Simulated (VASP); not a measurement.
Runs of VASP 6.6.1 on TaN. The structure is that of space group P6/mmm (No. 191), or close to it. The cells are those of the table. 

```tsv
cell	gap on the mesh (eV)	pressure (GPa)
a = 5.237, b = 5.237, c = 2.934 Å, angles 90.0, 90.0, 120.0°, 6 atoms	none	-6.4
a = 5.144, b = 5.144, c = 2.882 Å, angles 90.0, 90.0, 120.0°, 6 atoms	none	11.3
a = 5.326, b = 5.326, c = 2.984 Å, angles 90.0, 90.0, 120.0°, 6 atoms	none	(a)
a = 5.049, b = 5.049, c = 2.828 Å, angles 90.0, 90.0, 120.0°, 6 atoms	none	34.8
a = 5.097, b = 5.097, c = 2.855 Å, angles 90.0, 90.0, 120.0°, 6 atoms	none	(b)
a = 5.282, b = 5.282, c = 2.959 Å, angles 90.0, 90.0, 120.0°, 6 atoms	none	-13.6
a = 5.191, b = 5.191, c = 2.908 Å, angles 90.0, 90.0, 120.0°, 6 atoms	none	1.8
```

Alike in all rows: task single point; level PBEsol; potentials or basis VASP PAW PBE potentials, release 64 (Ta_pv, N); no spin polarisation; k mesh 5 × 5 × 8; cutoff (eV) 520; smearing fermi-dirac 0.05 eV.

Fill in the values left out.

(a) -19.8; (b) 22.2.

Caveats: the PAW data sets were made with another functional, which shifts forces and pressure a little; spin-orbit coupling is left out, which moves the levels of the heavy elements.

A k mesh can miss the band edges, and the runs leave out spin-orbit coupling on Ta.

A gap of «none» marks levels without a gap at the run's occupations.
